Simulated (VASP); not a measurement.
# CO2 (P1) in VASP: single point with LDA

Aim: the single point of CO2 with LDA.

All numbers are computed with VASP 6.6.1; they aren't measurements. Logs are shortened: lines on timing, memory, paths and dates and some standing lists are left out, and cuts for length are marked.

## Step 1: The cell of the first run

The typed cell holds 6 atoms: a = 3.407 Å, b = 3.463 Å, c = 4.019 Å, α = 89.70°, β = 91.37°, γ = 89.12°.

## Step 2: Single point, LDA

INCAR reads:

```
PREC     = Accurate       # precision mode
ENCUT    = 520            # plane-wave cutoff, eV
EDIFF    = 1E-7           # SCF threshold, eV
ISMEAR   = 1              # smearing method
SIGMA    = 0.15           # smearing width, eV
LREAL    = F              # projectors in reciprocal space
LASPH    = T              # aspherical terms in the spheres
NELM     = 60             # most SCF steps
ALGO     = Normal         # electronic algorithm
ISIF     = 2              # what is computed and relaxed
LWAVE    = F              # write WAVECAR
LCHARG   = F              # write CHGCAR
GGA      = CA             # functional
NBANDS   = 25             # bands
```

KPOINTS reads:

```
Automatic mesh
0
Gamma
  4 4 4
```

POSCAR reads:

```
CO2
1.0
    3.4070930000      0.0262890000     -0.0410480000
    0.0262890000      3.4631090000      0.0090980000
   -0.0479150000      0.0106210000      4.0187950000
C O
2 4
Direct
    0.0049564163      0.9969772296      0.0292707023
    0.5024458823      0.5034234087      0.4901668914
    0.2354110879      0.2363226945      0.0127132861
    0.2344089997      0.7321019710      0.5050086797
    0.7401208348      0.7685476113      1.0058199619
    0.7900778945      0.2688560025      0.4715187178
```

Potentials or basis: VASP PAW LDA potentials, release 64 (C, O).

On the command line:

```
> cat potpaw_LDA.64/C/POTCAR potpaw_LDA.64/O/POTCAR > POTCAR
> mpirun -np 1 vasp_std > vasp.out
```

OUTCAR:

```text
PREC = Accurate
   ENCUT = 520
   EDIFF = 1E-7
   ISMEAR = 1
   LREAL = F
   LASPH = T
   NELM = 60
   ISIF = 2
   GGA = CA

 ion  position               nearest neighbor table
   1  0.005  0.997  0.029-   3 1.15   5 1.21
   2  0.502  0.503  0.490-   4 1.20   6 1.27
   3  0.235  0.236  0.013-   1 1.15
   4  0.234  0.732  0.505-   2 1.20
   5  0.740  0.769  0.006-   1 1.21
   6  0.790  0.269  0.472-   2 1.27

  LATTYP: Found a triclinic cell.
 ALAT       =     6.2933657817
 B/A-ratio  =     0.6386240371
 C/A-ratio  =     0.5502970669
 COS(alpha) =     0.0051788906
 COS(beta)  =     0.5618739736
 COS(gamma) =     0.6285088391

  Lattice vectors:

 A1 = (  -3.3854670000,  -3.5000190000,  -3.9868450000)
 A2 = (   0.0479150000,  -0.0106210000,  -4.0187950000)
 A3 = (  -0.0262890000,  -3.4631090000,  -0.0090980000)

Analysis of symmetry for initial positions (statically):
=====================================================================
 Subroutine PRICEL returns:
 Original cell was already a primitive cell.

 Routine SETGRP: Setting up the symmetry group for a
 triclinic supercell.

 Subroutine GETGRP returns: Found  1 space group operations
 (whereof  1 operations were pure point group operations)
 out of a pool of  2 trial point group operations.

The static configuration has the point symmetry C_1 .

Analysis of symmetry for dynamics (positions and initial velocities):
=====================================================================
 Subroutine PRICEL returns:
 Original cell was already a primitive cell.

 Routine SETGRP: Setting up the symmetry group for a
 triclinic supercell.

 Subroutine GETGRP returns: Found  1 space group operations
 (whereof  1 operations were pure point group operations)
 out of a pool of  2 trial point group operations.

The dynamic configuration has the point symmetry C_1 .

 Subroutine INISYM returns: Found  1 space group operations
 (whereof  1 operations are pure point group operations),
 and found     1 'primitive' translations

----------------------------------------------------------------------------------------

                                     Primitive cell

  volume of cell :      47.4084
[... 96 lines left out ...]
   NELM   =     60;   NELMIN=  2; NELMDL= -5     # of ELM steps
   EDIFF  = 0.1E-06   stopping-criterion for ELM
   LREAL  =      F    real-space projection
   EDIFFG = 0.1E-05   stopping-criterion for IOM
   NSW    =      0    number of steps for IOM
   IBRION =     -1    ionic relax: 0-MD 1-quasi-New 2-CG
   NFREE  =      0    steps in history (QN), initial steepest desc. (CG)
   ISIF   =      2    stress and relaxation
   ISYM   =      2    0-nonsym 1-usesym 2-fastsym
   POTIM  = 0.5000    time-step for ionic-motion
   TEBEG  =    0.0;   TEEND  =   0.0 temperature during run
   PSTRESS=    0.0 pullay stress
   NELECT =      32.0000    total number of electrons
   NUPDOWN=      -1.0000    fix difference up-down
   EMIN   =  10.00;   EMAX   =-10.00  energy-range for DOS
   EFERMI =   0.00;   METHOD = LEGACY
   ISMEAR =     1;   SIGMA  =   0.15  broadening in eV -4-tet -1-fermi 0-gaus
   EFERMI_NEDOS =   21; number of points for ismear=-14 and -15
   IALGO  =     38    algorithm
   IMIX   =      4    mixing-type and parameters
     AMIX     =   0.40;   BMIX     =  1.00
     AMIX_MAG =   1.60;   BMIX_MAG =  1.00
  volume/ion in A,a.u.               =       7.90        53.32
  Fermi-wavevector in a.u.,A,eV,Ry     =   1.436062  2.713764 28.058940  2.062274
  Thomas-Fermi vector in A             =   2.555292
   LORBIT       =      0    0 simple, 1 ext, 2 COOP (PROOUT), +10 PAW based schemes
   GGA     = CA    functional components
   LHFCALC =     F    Hartree Fock is set to
   AEXX    =    0.0000 exact exchange contribution
   IVDW    =     0    specifies the selected vdW correction
   LEPSILON=     F    determine dielectric tensor
   LRPA    =     F    only Hartree local field effects (RPA)
 non-spin polarized calculation
 Methfessel and Paxton  Order N= 1 SIGMA  =   0.15
  energy-cutoff  :      520.00
  volume of cell :       47.41
 maximum number of plane-waves:      1289
 NGX is ok and might be reduce to    28
   NGX = 13   NGY = 13   NGZ = 15

 number of electron      31.9999997 magnetization

 Free energy of the ion-electron system (eV)
  ---------------------------------------------------
  ext. energy  EPLUGINS =         0.00000000
  ---------------------------------------------------
  free energy    TOTEN  =       -47.43596409 eV

  energy without entropy =      -47.43711165  energy(sigma->0) =      -47.43634661

 E-fermi :   2.7211     XC(G=0): -11.9346

 val. band max:        2.6233821835   @ k =   0.5000   0.5000   0.0000
 cond. band min:       6.2206905129   @ k =   0.0000   0.0000   0.0000
 fundamental gap:      3.5973083294
 Fermi energy:         2.7210979394

 k-point     1 :       0.0000    0.0000    0.0000
  band No.  band energies     occupation
      1     -20.4667      2.00000
      2     -18.6687      2.00000
      3     -17.6596      2.00000
      4     -17.0558      2.00000
      5      -6.2005      2.00000
      6      -5.6451      2.00000
[... 661 lines left out ...]
     24      18.6769      0.00000
     25      19.3574      0.00000

 [... further k-points ...]

------------------------ aborting loop because EDIFF is reached ----------------------------------------

  FORCE on cell =-STRESS in cart. coord.  units (eV):
  Direction    XX          YY          ZZ          XY          YZ          ZX
  --------------------------------------------------------------------------------------
  -------------------------------------------------------------------------------------
  Total       -1.3059934      0.8999767      7.8201888      5.0684042     -0.8064180      0.6433986
  in kB      -44.1363694     30.4149346    264.2852193    171.2879769    -27.2530962     21.7438166
  external PRESSURE =      83.5212615 kB  Pullay stress =       0.0000000 kB

 VOLUME and BASIS-vectors are now :
 -----------------------------------------------------------------------------
  energy-cutoff  :      520.00
  volume of cell :       47.41
      direct lattice vectors                 reciprocal lattice vectors
     3.407093000  0.026289000 -0.041048000     0.293564849 -0.002237707  0.003506008
     0.026289000  3.463109000  0.009098000    -0.002237708  0.288776938 -0.000789869
    -0.047915000  0.010621000  4.018795000     0.003003539 -0.000676607  0.248868405

 POSITION                                       TOTAL-FORCE (eV/Angst)
 -----------------------------------------------------------------------------------
      0.04169      3.45308      0.12650        -3.855908     -2.614902     -0.972748
      1.70163      1.76182      1.95384         2.922470     -1.986114     -0.293133
      0.80767      0.82474      0.04358         0.537388      0.241814     -0.407373
      0.79370      2.54688      2.02657         4.238397     -2.345619      0.039476
      2.54159      2.68108      0.00000         3.503473      2.357188      0.042261
      2.67634      0.95686      1.86495        -7.345820      4.347634      1.591516
 -----------------------------------------------------------------------------------
    total drift:                                0.001354      0.000420      0.000979

  FREE ENERGIE OF THE ION-ELECTRON SYSTEM (eV)
  ---------------------------------------------------
  free  energy   TOTEN  =       -47.4359640856 eV

  energy  without entropy=      -47.4371116543  energy(sigma->0) =      -47.43634661
```

OSZICAR:

```text
N       E                     dE             d eps       ncg     rms          rms(c)
DAV:   1     0.132498256378E+03    0.13250E+03   -0.18258E+04  1800   0.125E+03
DAV:   2    -0.438506160437E+02   -0.17635E+03   -0.16472E+03  2432   0.282E+02
DAV:   3    -0.504608361260E+02   -0.66102E+01   -0.65697E+01  2050   0.542E+01
DAV:   4    -0.505021162416E+02   -0.41280E-01   -0.41269E-01  2358   0.495E+00
DAV:   5    -0.505025371995E+02   -0.42096E-03   -0.42093E-03  2166   0.488E-01    0.132E+01
DAV:   6    -0.477479874294E+02    0.27545E+01   -0.66855E+00  1955   0.201E+01    0.575E+00
DAV:   7    -0.475223293397E+02    0.22566E+00   -0.50933E-01  2127   0.561E+00    0.320E+00
DAV:   8    -0.474415063815E+02    0.80823E-01   -0.22994E-01  2114   0.310E+00    0.781E-01
DAV:   9    -0.474367321153E+02    0.47743E-02   -0.10047E-02  2223   0.882E-01    0.334E-01
DAV:  10    -0.474360266375E+02    0.70548E-03   -0.32067E-03  2011   0.421E-01    0.847E-02
DAV:  11    -0.474359600364E+02    0.66601E-04   -0.30690E-04  2162   0.138E-01    0.267E-02
DAV:  12    -0.474359631599E+02   -0.31235E-05   -0.32164E-05  2220   0.461E-02    0.121E-02
DAV:  13    -0.474359641354E+02   -0.97547E-06   -0.30891E-06  2233   0.139E-02    0.345E-03
DAV:  14    -0.474359640856E+02    0.49727E-07   -0.70522E-07  2131   0.879E-03
   1 F= -.47435964E+02 E0= -.47436347E+02  d E =0.114757E-02
```

Wall time 19 s (1 thread of Intel Xeon Platinum 8488C (Sapphire Rapids), shared host); peak memory 0.15 GiB.

Results:

```
Free energy            : -47.4360 eV
Pressure               : 8.4 GPa
Largest force          : 8.683 eV/Å
Band gap on the k mesh : 3.60 eV, indirect (least direct gap 4.17 eV)
```

Forces on the atoms (eV/Å):
```
C   -3.856 -2.615 -0.973
C    2.922 -1.986 -0.293
O    0.537  0.242 -0.407
O    4.238 -2.346  0.039
O    3.503  2.357  0.042
O   -7.346  4.348  1.592
```

Stress tensor (GPa, compression positive):
```
-4.41 17.13  2.17
17.13  3.04 -2.73
 2.17 -2.73 26.43
```

Levels at points of the mesh, in eV from the valence-band top:
| k point | band 12 | band 13 | band 14 | band 15 | band 16 | band 17 | band 18 | band 19 | band 20 | band 21 |
| --- | --- | --- | --- | --- | --- | --- | --- | --- | --- | --- |
| (0.00, 0.00, 0.00) | -3.08 | -2.91 | -2.36 | -1.78 | -1.75 | 3.60 | 4.09 | 4.93 | 5.90 | 8.48 |
| (0.50, 0.00, 0.00) | -4.46 | -2.15 | -1.85 | -1.54 | -1.25 | 5.27 | 5.61 | 6.33 | 6.44 | 8.90 |
| (0.00, 0.50, 0.00) | -3.91 | -2.96 | -2.42 | -1.39 | -1.24 | 5.51 | 5.83 | 6.35 | 6.60 | 8.37 |
| (0.50, 0.50, 0.00) | -4.50 | -2.94 | -2.40 | -0.13 | 0.00 | 5.91 | 6.32 | 6.68 | 7.19 | 8.91 |
| (0.00, 0.00, 0.50) | -4.11 | -3.60 | -3.28 | -1.68 | -1.54 | 4.79 | 5.07 | 5.82 | 6.42 | 7.77 |
| (0.50, 0.00, 0.50) | -3.66 | -3.47 | -3.04 | -1.14 | -0.78 | 5.19 | 5.48 | 6.84 | 6.99 | 9.05 |
| (0.00, 0.50, 0.50) | -3.78 | -3.57 | -3.22 | -1.54 | -1.25 | 5.23 | 5.51 | 6.78 | 7.38 | 8.68 |
| (0.50, 0.50, 0.50) | -3.59 | -1.59 | -1.45 | -0.11 | -0.03 | 4.15 | 5.19 | 6.35 | 7.13 | 10.11 |

Caveat: the k points lie up to 0.46 Å⁻¹ apart; forces of over 1 eV/Å act on the atoms, so gaps and moduli don't describe the material at rest. Expect the measured gap to be larger: semilocal functionals such as LDA lack the derivative discontinuity.
